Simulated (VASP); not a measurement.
# Si (P6_3/mmc) in VASP: a series of runs, part 2 of 2

VASP 6.6.1. The steps go on from the part before.

## (3) Single point, LDA (volume scaled by 0.45)

The input, INCAR:

```
SYSTEM = Si
PREC = Accurate
ENCUT = 520
EDIFF = 1E-6
ISMEAR = -1
SIGMA = 0.1
LREAL = .False.
LASPH = .True.
NELM = 60
ALGO = Normal
ISIF = 2
LWAVE = .False.
LCHARG = .False.
NBANDS = 11
```

The input, KPOINTS:

```
Automatic mesh
0
Gamma
  15 15 8
  0 0 0
```

The input, POSCAR:

```
Si
1.0
    2.0506662710      0.0000000000      0.0000000000
   -1.0253331355      1.7759290853      0.0000000000
    0.0000000000      0.0000000000      3.4088452251
Si
2
Direct
    0.3333333333      0.6666666667      0.2500000000
    0.6666666667      0.3333333333      0.7500000000
```

Potentials or basis: VASP PAW LDA potentials, release 64 (Si).

The run is started by

```
cat potpaw_LDA.64/Si/POTCAR > POTCAR
mpirun -np 1 vasp_std > vasp.out
```

OUTCAR:

```text
SYSTEM = Si
   PREC = Accurate
   ENCUT = 520
   EDIFF = 1E-6
   ISMEAR = -1
   LREAL = .False.
   LASPH = .True.
   NELM = 60
   ISIF = 2

 ion  position               nearest neighbor table
   1  0.333  0.667  0.250-   2 2.08   2 2.08   2 2.08   2 2.08   2 2.08   2 2.08   2 2.92   2 2.92
                             2 2.92   2 2.92   2 2.92   2 2.92
   2  0.667  0.333  0.750-   1 2.08   1 2.08   1 2.08   1 2.08   1 2.08   1 2.08   1 2.92   1 2.92
                             1 2.92   1 2.92   1 2.92   1 2.92

  LATTYP: Found a hexagonal cell.
 ALAT       =     2.0506662710
 C/A-ratio  =     1.6623110612

  Lattice vectors:
[... 520 lines left out ...]
      9      37.6457      0.00000
     10      47.5566      0.00000
     11      53.0620      0.00000

 [... further k-points ...]
[... 5 lines left out ...]
  --------------------------------------------------------------------------------------
  -------------------------------------------------------------------------------------
  Total       34.6377545     34.6377545     34.5291259      0.0000000     -0.0000000      0.0000000
  in kB     4470.2562726   4470.2562723   4456.2369544      0.0000000     -0.0000000      0.0000000
  external PRESSURE =    4465.5831665 kB  Pullay stress =       0.0000000 kB

 VOLUME and BASIS-vectors are now :
 -----------------------------------------------------------------------------
  energy-cutoff  :      520.00
  volume of cell :       12.41
      direct lattice vectors                 reciprocal lattice vectors
     2.050666271  0.000000000  0.000000000     0.487646388  0.281542773  0.000000000
    -1.025333135  1.775929085  0.000000000     0.000000000  0.563085547  0.000000000
     0.000000000  0.000000000  3.408845225     0.000000000  0.000000000  0.293354475

 POSITION                                       TOTAL-FORCE (eV/Angst)
 -----------------------------------------------------------------------------------
     -0.00000      1.18395      0.85221        -0.000000      0.000000      0.000000
      1.02533      0.59198      2.55663         0.000000      0.000000      0.000000
 -----------------------------------------------------------------------------------
    total drift:                                0.000000     -0.000000     -0.000000

  FREE ENERGIE OF THE ION-ELECTRON SYSTEM (eV)
  ---------------------------------------------------
  free  energy   TOTEN  =        -0.6234451259 eV

  energy  without entropy=       -0.6031251445  energy(sigma->0) =       -0.61328514
```

OSZICAR:

```text
N       E                     dE             d eps       ncg     rms          rms(c)
DAV:   1     0.174622101317E+02    0.17462E+02   -0.42151E+03  3018   0.674E+02
DAV:   2    -0.694777886395E+00   -0.18157E+02   -0.17467E+02  3974   0.111E+02
DAV:   3    -0.104493276082E+01   -0.35015E+00   -0.34585E+00  3737   0.116E+01
DAV:   4    -0.104538445183E+01   -0.45169E-03   -0.45165E-03  3585   0.517E-01
DAV:   5    -0.104538486350E+01   -0.41167E-06   -0.41085E-06  3694   0.144E-02    0.186E+01
DAV:   6    -0.776204941823E+00    0.26918E+00   -0.12488E-02  3361   0.795E-01    0.105E+01
DAV:   7    -0.624895118357E+00    0.15131E+00   -0.23803E-02  3390   0.109E+00    0.507E-01
DAV:   8    -0.623467735497E+00    0.14274E-02   -0.45010E-04  4003   0.156E-01    0.122E-01
DAV:   9    -0.623446025927E+00    0.21710E-04   -0.72988E-06  3604   0.188E-02    0.693E-03
DAV:  10    -0.623445125911E+00    0.90002E-06   -0.12226E-06  2556   0.664E-03
   1 F= -.62344513E+00 E0= -.61328514E+00  d E =-.203200E-01
```

stdout:

```text
POSCAR found type information on POSCAR Si
 POSCAR found :  1 types and       2 ions
 scaLAPACK will be used
 LDA part: xc-table for (Slater(with rela. corr.)+CA(PZ))
 , standard interpolation
 POSCAR, INCAR and KPOINTS ok, starting setup
 FFT: planning ... GRIDC
 FFT: planning ... GRID_SOFT
 FFT: planning ... GRID
 WAVECAR not read
 entering main loop
```

Wall time 9.9 s (1 thread of Intel Xeon Platinum 8488C (Sapphire Rapids), shared host); peak memory 0.12 GiB.

Results:

| Item | Value |
| --- | --- |
| Free energy | -0.6234 eV |
| Pressure | 446.6 GPa |
| Band gap on the k mesh | zero (band 4 reaches 39.86 eV, above the bottom of band 5 at 22.07 eV) |

Caveat: the cell differs from its parent crystal (volume scaled by 0.45).

## (4) Single point, LDA (volume scaled by 0.45)

The input, INCAR:

```
PREC = Accurate
ENCUT = 520
EDIFF = 1E-6
ISMEAR = -1
SIGMA = 0.1
LREAL = F
LASPH = T
NELM = 80
ALGO = Normal
ISIF = 2
LWAVE = F
LCHARG = F
GGA = CA
NBANDS = 11
```

The input, KPOINTS:

```
regular mesh
0
Gamma
  15 15 8
```

POSCAR is that of step 3.

The run is started by

```
cat potpaw_LDA.64/Si/POTCAR > POTCAR
mpirun -np 1 vasp_std > vasp.out
```

It took 12 s on 1 thread of Intel Xeon Platinum 8488C (Sapphire Rapids), shared host; peak memory 0.12 GiB.

It converged, with:

| Property | Result |
| --- | --- |
| Free energy | -0.6234 eV |
| Pressure | 446.6 GPa |
| Band gap on the k mesh | zero (band 4 reaches 39.86 eV, above the bottom of band 5 at 22.07 eV) |

Stress tensor (GPa, compression positive):
```
447.03   0.00   0.00
  0.00 447.03   0.00
  0.00   0.00 445.62
```

Levels at points of the mesh, in eV from the Fermi level:
| k point | band 2 | band 3 | band 4 | band 5 | band 6 | band 7 |
| --- | --- | --- | --- | --- | --- | --- |
| (0.00, 0.00, 0.00) | -13.23 | -10.92 | 14.56 | 14.56 | 14.94 | 16.46 |
| (0.00, 0.00, 0.50) | -20.79 | 1.43 | 1.43 | 15.62 | 15.62 | 15.62 |

Caveat: the cell differs from its parent crystal (volume scaled by 0.45).

## (5) Single point, LDA

This run uses another cell than the first one, of 7.17 Å³/atom, 1.156 times its volume.

The input, INCAR:

```
SYSTEM = Si
ALGO     = Normal         ! electronic algorithm
EDIFF    = 1E-6           ! SCF threshold, eV
ENCUT    = 520            ! plane-wave cutoff, eV
ISIF     = 2              ! what is computed and relaxed
ISMEAR   = -1             ! smearing method
LASPH    = .True.         ! aspherical terms in the spheres
LCHARG   = .False.        ! write CHGCAR
LREAL    = .False.        ! projectors in reciprocal space
LWAVE    = .False.        ! write WAVECAR
NBANDS   = 11             ! bands
NELM     = 60             ! most SCF steps
PREC     = Accurate       ! precision mode
SIGMA    = 0.1            ! smearing width, eV
```

The input, KPOINTS:

```
k-points
0
Gamma
  15 15 8
  0 0 0
```

The input, POSCAR:

```
Si
1.0
    2.1441262725      0.0000000000      0.0000000000
   -1.0720631363      1.8568678209      0.0000000000
    0.0000000000      0.0000000000      3.6031917350
Si
2
Direct
    0.3333333333      0.6666666667      0.2500000000
    0.6666666667      0.3333333333      0.7500000000
```

The run is started by

```
cat potpaw_LDA.64/Si/POTCAR > POTCAR
mpirun -np 1 vasp_std > vasp.out
```

Run time: 12 s. Hardware: 1 thread of Intel Xeon Platinum 8488C (Sapphire Rapids), shared host; peak memory 0.12 GiB.

It converged, with:

```
Free energy            : -4.8557 eV
Pressure               : 271.4 GPa
Band gap on the k mesh : zero (band 4 reaches 35.94 eV, above the bottom of band 5 at 18.73 eV)
```

Stress tensor (GPa, compression positive):
```
271.56   0.00   0.00
  0.00 271.56   0.00
  0.00   0.00 271.00
```

Levels at points of the mesh, in eV from the Fermi level:
| k point | band 2 | band 3 | band 4 | band 5 | band 6 | band 7 |
| --- | --- | --- | --- | --- | --- | --- |
| (0.00, 0.00, 0.00) | -12.16 | -10.46 | 13.93 | 13.98 | 13.98 | 15.26 |
| (0.00, 0.00, 0.50) | -19.23 | 1.09 | 1.09 | 15.00 | 15.00 | 15.00 |

## (6) Single point, LDA

The input, INCAR:

```
PREC     = Accurate       # precision mode
ENCUT    = 520            # plane-wave cutoff, eV
EDIFF    = 1E-6           # SCF threshold, eV
ISMEAR   = -1             # smearing method
SIGMA    = 0.1            # smearing width, eV
LREAL    = False          # projectors in reciprocal space
LASPH    = True           # aspherical terms in the spheres
NELM     = 80             # most SCF steps
ALGO     = Normal         # electronic algorithm
ISIF     = 2              # what is computed and relaxed
LWAVE    = False          # write WAVECAR
LCHARG   = False          # write CHGCAR
GGA      = CA             # functional
NBANDS   = 11             # bands
```

The input, KPOINTS:

```
Automatic mesh
0
Gamma
  15 15 8
```

POSCAR is that of step 5.

Potentials or basis: VASP PAW LDA potentials, release 64 (Si).

The run is started by

```
cat potpaw_LDA.64/Si/POTCAR > POTCAR
mpirun -np 1 vasp_std > vasp.out
```

Wall time 12 s (1 thread of Intel Xeon Platinum 8488C (Sapphire Rapids), shared host); peak memory 0.12 GiB.

The run converged. Its results:

- Free energy: -4.8557 eV
- Pressure: 271.4 GPa
- Band gap on the k mesh: zero (band 4 reaches 35.94 eV, above the bottom of band 5 at 18.73 eV)

Stress tensor (GPa, compression positive):
```
271.56   0.00   0.00
  0.00 271.56   0.00
  0.00   0.00 271.00
```

Levels at points of the mesh, in eV from the Fermi level:
```tsv
k point	band 1	band 2	band 3	band 4	band 5	band 6	band 7	band 8	band 9
(0.00, 0.00, 0.00)	-21.95	-12.16	-10.46	13.93	13.98	13.98	15.26	15.26	20.97
(0.00, 0.00, 0.50)	-19.23	-19.23	1.09	1.09	15.00	15.00	15.00	15.00	20.11
```
